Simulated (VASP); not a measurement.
# BaH2 (P6_3/mmc) in VASP: a series of runs, part 2 of 2

VASP 6.6.1. Earlier steps stand in the parts before.

### 3 Relaxation of shape and atoms at fixed volume, PBEsol (14.15 Å³/atom)

This run uses another cell than the first one, of 14.15 Å³/atom.

Input file INCAR:

```
PREC = Accurate
ENCUT = 600
EDIFF = 1E-7
ISMEAR = 0
SIGMA = 0.02
LREAL = False
LASPH = True
NELM = 80
ALGO = Normal
ISIF = 4
LWAVE = False
LCHARG = False
GGA = PS
IBRION = 2
NSW = 50
EDIFFG = -0.01
```

Input file KPOINTS:

```
regular mesh
0
Gamma
  9 9 6
```

Input file POSCAR:

```
BaH2
1.0
    4.2376937715      0.0000000000      0.0000000000
   -2.1188468857      3.6699504596      0.0000000000
    0.0000000000      0.0000000000      5.4597224541
Ba H
2 4
Direct
    0.6666666667      0.3333333333      0.7500000000
    0.3333333333      0.6666666667      0.2500000000
    0.3333333333      0.6666666667      0.7500000000
    0.6666666667      0.3333333333      0.2500000000
    0.0000000000      0.0000000000      0.5000000000
    0.0000000000      0.0000000000      0.0000000000
```

Potentials or basis: VASP PAW PBE potentials, release 64 (Ba_sv, H).

Started as:

```sh
$ cat potpaw_PBE.64/Ba_sv/POTCAR potpaw_PBE.64/H/POTCAR > POTCAR
$ mpirun -np 1 vasp_std > vasp.out
```

OUTCAR:

```text
PREC = Accurate
   ENCUT = 600
   EDIFF = 1E-7
   ISMEAR = 0
   LREAL = False
   LASPH = True
   NELM = 80
   ISIF = 4
   GGA = PS
   IBRION = 2
   NSW = 50
   EDIFFG = -0.01

 ion  position               nearest neighbor table
   1  0.667  0.333  0.750-   3 2.45   3 2.45   3 2.45   4 2.73   4 2.73   5 2.80   6 2.80   5 2.80
                             6 2.80   5 2.80   6 2.80   2 3.67   2 3.67   2 3.67   2 3.67   2 3.67
   2  0.333  0.667  0.250-   4 2.45   4 2.45   4 2.45   3 2.73   3 2.73   5 2.80   6 2.80   6 2.80
                             5 2.80   6 2.80   5 2.80   1 3.67   1 3.67   1 3.67   1 3.67   1 3.67
   3  0.333  0.667  0.750-   1 2.45   1 2.45   1 2.45   2 2.73   2 2.73
   4  0.667  0.333  0.250-   2 2.45   2 2.45   2 2.45   1 2.73   1 2.73
   5  0.000  0.000  0.500-   1 2.80   2 2.80   2 2.80   1 2.80   1 2.80   2 2.80
   6  0.000  0.000  0.000-   1 2.80   2 2.80   2 2.80   1 2.80   1 2.80   2 2.80

  LATTYP: Found a hexagonal cell.
 ALAT       =     4.2376937715
 C/A-ratio  =     1.2883711633

  Lattice vectors:

 A1 = (   4.2376937715,   0.0000000000,   0.0000000000)
 A2 = (  -2.1188468857,   3.6699504596,   0.0000000000)
 A3 = (   0.0000000000,   0.0000000000,   5.4597224541)

Analysis of symmetry for initial positions (statically):
=====================================================================
 Subroutine PRICEL returns:
 Original cell was already a primitive cell.

 Routine SETGRP: Setting up the symmetry group for a
 hexagonal supercell.

 Subroutine GETGRP returns: Found 24 space group operations
 (whereof 12 operations were pure point group operations)
 out of a pool of 24 trial point group operations.

The static configuration has the point symmetry D_3d.
 The point group associated with its full space group is D_6h.

Analysis of symmetry for dynamics (positions and initial velocities):
=====================================================================
 Subroutine PRICEL returns:
 Original cell was already a primitive cell.

 Routine SETGRP: Setting up the symmetry group for a
 hexagonal supercell.

 Subroutine GETGRP returns: Found 24 space group operations
 (whereof 12 operations were pure point group operations)
 out of a pool of 24 trial point group operations.

The dynamic configuration has the point symmetry D_3d.
 The point group associated with its full space group is D_6h.

 Subroutine INISYM returns: Found 24 space group operations
 (whereof 12 operations are pure point group operations),
 and found     1 'primitive' translations

----------------------------------------------------------------------------------------

                                     Primitive cell

  volume of cell :      84.9103

  direct lattice vectors                    reciprocal lattice vectors
     4.237693772  0.000000000  0.000000000     0.235977410  0.136241621  0.000000000
    -2.118846886  3.669950460  0.000000000     0.000000000  0.272483242  0.000000000
     0.000000000  0.000000000  5.459722454     0.000000000  0.000000000  0.183159494

  length of vectors
     4.237693772  4.237693771  5.459722454     0.272483242  0.272483242  0.183159494

  position of ions in fractional coordinates (direct lattice)
     0.666666667  0.333333333  0.750000000
     0.333333333  0.666666667  0.250000000
[... 68 lines left out ...]
   number of dos      NEDOS =    301   number of ions     NIONS =      6
   total plane-waves  NPLWV =  62208
   dimension x,y,z NGX =    36 NGY =   36 NGZ =   48
   dimension x,y,z NGXF=    72 NGYF=   72 NGZF=   96
   ions per type =               2   4
   NGX,Y,Z   is equivalent  to a cutoff of  14.12, 14.12, 14.62 a.u.
   NGXF,Y,Z  is equivalent  to a cutoff of  28.25, 28.25, 29.23 a.u.
 SYSTEM =  unknown system
   PREC   = accura    normal or accurate (medium, high low for compatibility)
   ISTART =      0    job   : 0-new  1-cont  2-samecut
   ICHARG =      2    charge: 1-file 2-atom 10-const
   ISPIN  =      1    spin polarized calculation?
   LNONCOLLINEAR =      F non collinear calculations
   LSORBIT =      F    spin-orbit coupling
   LASPH  =      T    aspherical Exc in radial PAW
   ENCUT  =  600.0 eV  44.10 Ry    6.64 a.u.   8.46  8.46 10.90*2*pi/ulx,y,z
   NELM   =     80;   NELMIN=  2; NELMDL= -5     # of ELM steps
   EDIFF  = 0.1E-06   stopping-criterion for ELM
   LREAL  =      F    real-space projection
   EDIFFG = -.1E-01   stopping-criterion for IOM
   NSW    =     50    number of steps for IOM
   IBRION =      2    ionic relax: 0-MD 1-quasi-New 2-CG
   NFREE  =      1    steps in history (QN), initial steepest desc. (CG)
   ISIF   =      4    stress and relaxation
   ISYM   =      2    0-nonsym 1-usesym 2-fastsym
   POTIM  = 0.5000    time-step for ionic-motion
   TEBEG  =    0.0;   TEEND  =   0.0 temperature during run
   PSTRESS=    0.0 pullay stress
   NELECT =      24.0000    total number of electrons
   NUPDOWN=      -1.0000    fix difference up-down
   EMIN   =  10.00;   EMAX   =-10.00  energy-range for DOS
   EFERMI =   0.00;   METHOD = LEGACY
   ISMEAR =     0;   SIGMA  =   0.02  broadening in eV -4-tet -1-fermi 0-gaus
   EFERMI_NEDOS =   21; number of points for ismear=-14 and -15
   IALGO  =     38    algorithm
   IMIX   =      4    mixing-type and parameters
     AMIX     =   0.40;   BMIX     =  1.00
     AMIX_MAG =   1.60;   BMIX_MAG =  1.00
  volume/ion in A,a.u.               =      14.15        95.50
  Fermi-wavevector in a.u.,A,eV,Ry     =   1.074381  2.030286 15.705141  1.154295
  Thomas-Fermi vector in A             =   2.210208
   LORBIT       =      0    0 simple, 1 ext, 2 COOP (PROOUT), +10 PAW based schemes
   GGA     = PS    functional components
   LHFCALC =     F    Hartree Fock is set to
   AEXX    =    0.0000 exact exchange contribution
   IVDW    =     0    specifies the selected vdW correction
   LEPSILON=     F    determine dielectric tensor
   LRPA    =     F    only Hartree local field effects (RPA)
 conjugate gradient relaxation of ions
 non-spin polarized calculation
 Gauss-broadening in eV      SIGMA  =   0.02
  energy-cutoff  :      600.00
  volume of cell :       84.91
 maximum number of plane-waves:      2878
 NGX is ok and might be reduce to    36
   NGX = 17   NGY = 17   NGZ = 21

--------------------------------------- Ionic step        1  -------------------------------------------

 number of electron      24.0000001 magnetization

 Free energy of the ion-electron system (eV)
  ---------------------------------------------------
  ext. energy  EPLUGINS =         0.00000000
  ---------------------------------------------------
  free energy    TOTEN  =       -20.19932322 eV

  energy without entropy =      -20.19932322  energy(sigma->0) =      -20.19932322

------------------------ aborting loop because EDIFF is reached ----------------------------------------

  FORCE on cell =-STRESS in cart. coord.  units (eV):
  Direction    XX          YY          ZZ          XY          YZ          ZX
  --------------------------------------------------------------------------------------
  -------------------------------------------------------------------------------------
  Total        3.8811642      3.8811642      3.5819037      0.0000000      0.0000000      0.0000000
  in kB       73.2339170     73.2339170     67.5871534      0.0000000      0.0000000      0.0000000
  external PRESSURE =      71.3516625 kB  Pullay stress =       0.0000000 kB
[... 67 lines left out ...]
--------------------------------------- Ionic step        3  -------------------------------------------

 number of electron      24.0000002 magnetization

 Free energy of the ion-electron system (eV)
  ---------------------------------------------------
  ext. energy  EPLUGINS =         0.00000000
  ---------------------------------------------------
  free energy    TOTEN  =       -20.19990404 eV

  energy without entropy =      -20.19990404  energy(sigma->0) =      -20.19990404

 E-fermi :   2.0294     XC(G=0):  -9.6781

 val. band max:        1.9321683322   @ k =   0.0000   0.0000   0.0000
 cond. band min:       3.6029947938   @ k =   0.3333   0.3333   0.5000
 fundamental gap:      1.6708264616
 Fermi energy:         2.0294246067

 k-point     1 :       0.0000    0.0000    0.0000
  band No.  band energies     occupation
      1     -24.9147      2.00000
      2     -24.4642      2.00000
      3     -11.1626      2.00000
      4      -9.9025      2.00000
      5      -9.9025      2.00000
      6      -9.3785      2.00000
[... 433 lines left out ...]
      3     -10.6499      2.00000
      4     -10.6499      2.00000
      5     -10.6497      2.00000
      6      -9.7510      2.00000
[... 8 lines left out ...]
     15       6.3942      0.00000
     16       7.8134      0.00000

 [... further k-points ...]

------------------------ aborting loop because EDIFF is reached ----------------------------------------

  FORCE on cell =-STRESS in cart. coord.  units (eV):
  Direction    XX          YY          ZZ          XY          YZ          ZX
  --------------------------------------------------------------------------------------
  -------------------------------------------------------------------------------------
  Total        3.7410410      3.7410410      3.7434491      0.0000000      0.0000000     -0.0000000
  in kB       70.5899243     70.5899243     70.6353618      0.0000000      0.0000000     -0.0000000
  external PRESSURE =      70.6050701 kB  Pullay stress =       0.0000000 kB
[... 21 lines left out ...]
  FREE ENERGIE OF THE ION-ELECTRON SYSTEM (eV)
  ---------------------------------------------------
  free  energy   TOTEN  =       -20.1999040425 eV

  energy  without entropy=      -20.1999040425  energy(sigma->0) =      -20.19990404

 reached required accuracy - stopping structural energy minimisation
```

OSZICAR:

```text
N       E                     dE             d eps       ncg     rms          rms(c)
DAV:   1     0.150322341618E+03    0.15032E+03   -0.11680E+04  1536   0.146E+03
DAV:   2    -0.133853331544E+02   -0.16371E+03   -0.15986E+03  2416   0.246E+02
DAV:   3    -0.214603611135E+02   -0.80750E+01   -0.80674E+01  2008   0.610E+01
[... 21 lines left out ...]
DAV:   2    -0.202001022646E+02    0.38058E-03   -0.71784E-04  2040   0.184E-01    0.655E-02
DAV:   3    -0.201999047873E+02    0.19748E-03   -0.58603E-04  1928   0.164E-01    0.128E-02
DAV:   4    -0.201999045398E+02    0.24749E-06   -0.13361E-05  1920   0.247E-02    0.944E-03
DAV:   5    -0.201999040507E+02    0.48909E-06   -0.23390E-06  1840   0.776E-03    0.216E-03
DAV:   6    -0.201999040425E+02    0.82241E-08   -0.16795E-07  1400   0.303E-03
   3 F= -.20199904E+02 E0= -.20199904E+02  d E =-.580827E-03
```

Wall time 2.6 min (1 thread of AMD EPYC 7R13, shared host); peak memory 0.28 GiB.

Results:

```
Free energy               : -20.1999 eV
Energy gained by relaxing : 0.1 meV/atom
Ionic steps               : 3
Pressure after relaxing   : 7.1 GPa
Band gap on the k mesh    : 1.67 eV (least direct gap 2.27 eV)
```

Step by step:
```tsv
step	energy change (eV)	largest force (eV/Å)	pressure (GPa)	volume (Å³)
1	0.0000	0.0000	7.14	84.91
2	-0.0004	0.0000	7.10	84.91
3	-0.0006	0.0000	7.06	84.91
```

Final structure:
```
Ba H
1.0
     4.24597    0.00000    0.00000
    -2.12299    3.67712    0.00000
     0.00000    0.00000    5.43845
Ba H
2 4
Direct
  0.66667 0.33333 0.75000
  0.33333 0.66667 0.25000
  0.33333 0.66667 0.75000
  0.66667 0.33333 0.25000
  0.00000 0.00000 0.50000
  0.00000 0.00000 0.00000
```

Levels at points of the mesh, in eV from the valence-band top:
| k point | band 10 | band 11 | band 12 | band 13 | band 14 | band 15 |
| --- | --- | --- | --- | --- | --- | --- |
| (0.00, 0.00, 0.00) | -3.61 | -0.12 | 0.00 | 2.60 | 2.60 | 3.77 |
| (0.00, 0.00, 0.50) | -3.26 | -0.46 | -0.46 | 2.32 | 2.32 | 2.32 |

Caveat: the PAW data sets were made with another functional, which shifts forces and pressure a little; spin-orbit coupling is left out, which moves the levels of the heavy elements.
